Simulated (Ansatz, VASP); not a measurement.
# P: VASP beside Ansatz

The input INCAR:

```
ALGO = Normal ; EDIFF = 1E-8
ENCUT = 400 ; GGA = PS
GGA_COMPAT = False ; ISIF = 2
ISMEAR = -1 ; LASPH = True
LCHARG = False ; LEFG = True
LREAL = False ; LWAVE = False
NBANDS = 8 ; NELM = 120
PREC = Accurate ; SIGMA = 0.08
```

File KPOINTS:

```
k-points
0
Gamma
  10 10 9
```

The input POSCAR:

```
P
1.0
    4.3012030652      0.0000000000      0.0000000000
    0.0000000000      4.3012030652      0.0000000000
    0.0000000000      0.0000000000      4.4069942224
P
1
Direct
    0.0000000000      0.0000000000      0.0000000000
```

Input for Ansatz:

```yaml
crystal:
  lattice:
    - [4.3012030652, 0.0, 0.0]
    - [0.0, 4.3012030652, 0.0]
    - [0.0, 0.0, 4.4069942224]
  atoms:
    - { symbol: P, position: [0.0, 0.0, 0.0] }
kpoints:
  mp_grid: { grid: [10, 10, 9] }
scf:
  occupations: { method: fermi_dirac, width: 0.08 }
hamiltonian:
  xc: pbesol
  pseudopotentials: { kind: paw }
output:
  forces: true
  stress: true
  eigenvalues: true
  efg: { contact_densities: true }
```

Change from the starting cell: volume scaled by 1.02, PAW files.

Alike in both runs: task electric field gradients; functional PBEsol; k mesh 10 × 10 × 9; occupations fermi-dirac, width 0.08 eV; no spin polarisation.

|  | VASP | Ansatz |
| --- | --- | --- |
| version | VASP 6.6.1 | Ansatz 0.2.0 |
| potentials or method | VASP PAW PBE potentials, release 64 (P) | PAW with Ansatz's default frozen-core files, scalar-relativistic |
| plane-wave cutoff (eV) | 400 | 420 |
| valence electrons in the cell | 5 | 5 |

|  | VASP | Ansatz | Ansatz less VASP |
| --- | --- | --- | --- |
| pressure (GPa) | -3.6 | -3.6 | 0.00 |
| traceless stress, the component that is largest in VASP (GPa) | 0.30 | 0.30 | -0.001 |
| size of Vzz on the site where it differs most (V/Å²) | 0.8 | 0.7 | -0.04 |

VASP's potentials were made for PBE, not for PBEsol. The functional is the same, so the differences come from potentials, cutoffs and numerics.
